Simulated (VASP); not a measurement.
Set up this calculation in VASP 6.6.1, as the native input.

| Property | Result |
| --- | --- |
| Task | relaxation of cell and atoms |
| Functional | PBE |
| Potentials or basis | VASP PAW PBE potentials, release 64 (Gd, N) |
| Cutoff | 600 eV |
| k mesh | 14 × 14 × 14 |
| Occupations | gaussian, width 0.1 eV |
| Spin | collinear spin, ferromagnetic start |
| Starting moments | [7.63, -0.15] μB |
| Hubbard terms | Gd f U = 6.0 eV |
| Dipole correction | no |
| Further INCAR settings | ALGO = Normal; EDIFF = 1e-07; IBRION = 2; EDIFFG = -0.005; NSW = 100; ISIF = 3 |

The structure of GdN lies in POSCAR:

```
GdN
1.0
    0.0000000000      2.4994985661      2.4994985661
    2.4994985661      0.0000000000      2.4994985661
    2.4994985661      2.4994985661      0.0000000000
Gd N
1 1
Direct
    0.5000000000      0.5000000000      0.5000000000
    0.0000000000      0.0000000000      0.0000000000
```

The input as run:

INCAR

```
PREC = Accurate
ENCUT = 600
EDIFF = 1E-7
ISMEAR = 0
SIGMA = 0.1
LREAL = F
LASPH = T
NELM = 150
ALGO = Normal
ISIF = 3
LWAVE = F
LCHARG = F
ISPIN = 2
MAGMOM = 7.63 -0.15
LORBIT = 11
LMAXMIX = 6
LDAU = T
LDAUTYPE = 2
LDAUL = 3 -1
LDAUU = 6 0
LDAUJ = 0 0
LDAUPRINT = 1
GGA = PE
IBRION = 2
NSW = 100
EDIFFG = -0.005
```

KPOINTS

```
Automatic mesh
0
Gamma
  14 14 14
```

Potentials or basis: VASP PAW PBE potentials, release 64 (Gd, N).

Launch:

```console
$ cat potpaw_PBE.64/Gd/POTCAR potpaw_PBE.64/N/POTCAR > POTCAR
$ mpirun -np 1 vasp_std > vasp.out
```

It gave:

```json
{"Relaxed volume": "15.67 Å³/atom", "Relaxed cell": "a = 3.539 Å, b = 3.539 Å, c = 3.539 Å, α = 60.00°, β = 60.00°, γ = 60.00°", "Space group after relaxing (to 0.1 Å)": "Fm-3m (No. 225)", "Energy gained by relaxing": "0.1 meV/atom", "Ionic steps": "3", "Pressure after relaxing": "0.0 GPa", "Band gap on the k mesh": "zero (filled and empty bands overlap)", "Net moment": "7.00 μB per cell", "Site moments": "Gd +6.87; N -0.11 μB", "Valence electrons inside the program's atomic spheres": "Gd 15.21; N 3.62"}
```

Caveat: spin-orbit coupling is left out, which moves the levels of the heavy elements; a cell with one magnetic atom can't hold antiferromagnetic order, which such compounds often take.

It took 5.1 min on 1 thread of AMD EPYC 9R45 96-Core Processor (Zen 5) (shared host), peak memory 0.26 GiB.
